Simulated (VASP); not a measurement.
Write the native input for VASP 6.6.1 that does the following.

```
Task                   : single point
Functional             : LDA
Potentials or basis    : VASP PAW LDA potentials, release 64 (Ge_d)
Cutoff                 : 520 eV
k mesh                 : 12 × 12 × 1
Occupations            : gaussian, width 0.1 eV
Spin                   : no spin polarisation
Dipole correction      : yes
Further INCAR settings : ALGO = Normal; EDIFF = 1e-06; NBANDS = 21
```

The structure of Ge lies in POSCAR:

```
Ge
1.0
    4.0220000000      0.0000000000      0.0000000000
   -2.0110000000      3.4831541740      0.0000000000
    0.0000000000      0.0000000000     28.0000000000
Ge
2
Direct
    0.3333333333      0.6666666667      0.5153035714
    0.6666666667      0.3333333333      0.4846964286
```

One way to write it, as run:

INCAR

```
SYSTEM = Ge
ALGO     = Normal         ! electronic algorithm
DIPOL    = 0.5 0.5 0.500
EDIFF    = 1E-6           ! SCF threshold, eV
ENCUT    = 520            ! plane-wave cutoff, eV
GGA      = CA             ! functional
IDIPOL   = 3            
ISIF     = 2              ! what is computed and relaxed
ISMEAR   = 0              ! smearing method
LASPH    = .True.         ! aspherical terms in the spheres
LCHARG   = .True.         ! write CHGCAR
LDIPOL   = .True.       
LELF     = .True.         ! ELF
LREAL    = .False.        ! projectors in reciprocal space
LVACPOTAV= .True.       
LVHAR    = .True.       
LWAVE    = .False.        ! write WAVECAR
NBANDS   = 21             ! bands
NELM     = 60             ! most SCF steps
PREC     = Accurate       ! precision mode
SIGMA    = 0.1            ! smearing width, eV
```

KPOINTS

```
k-points
0
Gamma
  12 12 1
  0 0 0
```

Potentials or basis: VASP PAW LDA potentials, release 64 (Ge_d).

Run with:

```bash
$ cat potpaw_LDA.64/Ge_d/POTCAR > POTCAR
$ mpirun -np 1 vasp_std > vasp.out
```

Results of the run:

| Item | Value |
| --- | --- |
| Largest force | 0.994 eV/Å |
| Band gap on the k mesh | zero (band 14 reaches -3.62 eV, above the bottom of band 15 at -3.75 eV) |

It took 3.9 min on 1 thread of Intel(R) Xeon(R) Platinum 8375C CPU @ 2.90GHz (Ice Lake) (shared host), peak memory 0.41 GiB.
